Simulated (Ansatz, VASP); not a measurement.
## Two plane-wave programs on C4F

```
C F
1.0
     2.08741    1.20517    2.54652
    -2.08741    1.20517    2.54652
     0.00000   -2.41033    2.54652
C F
4 1
Direct
  0.50000 0.50000 0.00000
  0.00000 0.50000 0.50000
  0.50000 0.00000 0.50000
  0.50000 0.50000 0.50000
  0.00000 0.00000 0.00000
```

Alike in both runs: functional PBE; dispersion D3(BJ); k mesh 12 × 12 × 12; occupations gaussian, width 0.1 eV; no spin polarisation.

Ansatz relaxed the structure, and its values are those at the end. VASP's run is a single point on that final structure, the one shown.

```csv
,VASP,Ansatz
version,VASP 6.6.1,Ansatz 0.2.0
potentials or method,"VASP PAW PBE potentials, release 64 (C, F), cutoff 600 eV","scalar-relativistic, plane waves, PAW"
valence electrons in the cell,23,23
```

Ansatz gave:

* gap on the k mesh at the Fermi level (eV): none
* pressure (GPa): 0.0

Q: What did VASP give for the same quantities?

A: gap on the k mesh at the Fermi level (eV): none; pressure (GPa): -0.3.

A gap of «none» marks a metal or a gap that the smearing closes. Ansatz's warnings: dispersion switch in reach, relaxed geometry near dispersion switch.
